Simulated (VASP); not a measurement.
As: electric field gradients with PBE

Crystal: As.

```
As
1.0
     1.87975    1.08527    3.48577
    -1.87975    1.08527    3.48577
     0.00000   -2.17055    3.48577
As
2
Cartesian
  0.0000 0.0000 2.3795
  0.0000 0.0000 8.0779
```

```json
{
 "Program": "VASP 6.6.1",
 "Task": "electric field gradients",
 "Functional": "PBE",
 "Potentials or basis": "VASP PAW PBE potentials, release 64 (As)",
 "Cutoff": "520 eV",
 "k mesh": "13 × 13 × 13",
 "Occupations": "fermi-dirac, width 0.05 eV",
 "Spin": "non-collinear spin, zero start, spin-orbit coupling",
 "Starting moments": "[[0.0, 0.0, 0.0], [0.0, 0.0, 0.0]] μB",
 "Dipole correction": "no",
 "Further INCAR settings": "ALGO = Normal; EDIFF = 1e-08; NBANDS = 22"
}
```

| Item | Value |
| --- | --- |
| Pressure | 3.9 GPa |
| Largest force | 0.282 eV/Å |
| Net moment | 0.00 μB per cell |
| Largest electric field gradient by atom | As -48.2 V/Å² |
| Valence electrons inside the program's atomic spheres | As 2.71 |

Forces on the atoms (eV/Å):
```
As   0.000  0.000  0.282
As   0.000  0.000 -0.282
```

Stress tensor (GPa, compression positive):
```
4.31 0.00 0.00
0.00 4.31 0.00
0.00 0.00 3.17
```

Moments on the atoms (μB; x, y, z):
```
As  0.00 0.00 0.00
As  0.00 0.00 0.00
```

Electric field gradients, principal values (V/Å²):
| atom | least | middle | greatest (by size) |
| --- | --- | --- | --- |
| 1 As | 24.103 | 24.103 | -48.206 |
| 2 As | 24.103 | 24.103 | -48.206 |

It took 11 min on 1 × NVIDIA H100 80GB with 1 thread of AMD EPYC 7R13 Processor (Zen 3), on a shared host, peak memory 1.5 GiB.

Caveat: the cell stands under pressure; without QUAD_EFG the Cq values of the log hold for a quadrupole moment of 1 mb, not for the nuclei.
